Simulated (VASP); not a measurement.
Set up this calculation in VASP 6.6.1, as the native input.

```yaml
Task: single point
Functional: PBEsol
Potentials_or_basis: VASP PAW PBE potentials, release 64 (Al, N)
Cutoff: 520 eV
k_mesh: 10 × 10 × 10
Occupations: gaussian, width 0.05 eV
Spin: no spin polarisation
Dipole_correction: no
Further_INCAR_settings: ALGO = Normal; EDIFF = 1e-06; NBANDS = 11
```

The structure of AlN lies in POSCAR:

```
AlN
1.0
    0.0000000000      2.1886566781      2.1886566781
    2.1886566781      0.0000000000      2.1886566781
    2.1886566781      2.1886566781      0.0000000000
Al N
1 1
Direct
   -0.0022533278      0.0022533278      0.0022533278
    0.7543405620      0.7456594380      0.7456594380
```

This cell differs from its parent crystal: mode 4 frozen in at -0.019 Å and mode 5 at +0.000 Å (largest displacements).

One way to write it, as run:

INCAR

```
SYSTEM = AlN
ALGO = Normal ; EDIFF = 1E-6
ENCUT = 520 ; GGA = PS
ISIF = 2 ; ISMEAR = 0
LASPH = .TRUE. ; LCHARG = .FALSE.
LREAL = .FALSE. ; LWAVE = .FALSE.
NBANDS = 11 ; NELM = 60
PREC = Accurate ; SIGMA = 0.05
```

KPOINTS

```
k-points
0
G
  10 10 10
  0 0 0
```

Potentials or basis: VASP PAW PBE potentials, release 64 (Al, N).

Run with:

```bash
$ cat potpaw_PBE.64/Al/POTCAR potpaw_PBE.64/N/POTCAR > POTCAR
$ mpirun -np 1 vasp_std > vasp.out
```

It gave:

The pressure is 0.1 GPa and the largest force is 0.415 eV/Å. The band gap on the k mesh is 3.11 eV, indirect (least direct gap 4.00 eV).

Caveat: the cell differs from its parent crystal (mode 4 frozen in at -0.019 Å and mode 5 at +0.000 Å (largest displacements)); the PAW data sets were made with another functional, which shifts forces and pressure a little.

Run time: 23 s on 1 thread of Intel(R) Xeon(R) Platinum 8488C (Sapphire Rapids), with other jobs on the host, peak memory 0.16 GiB.
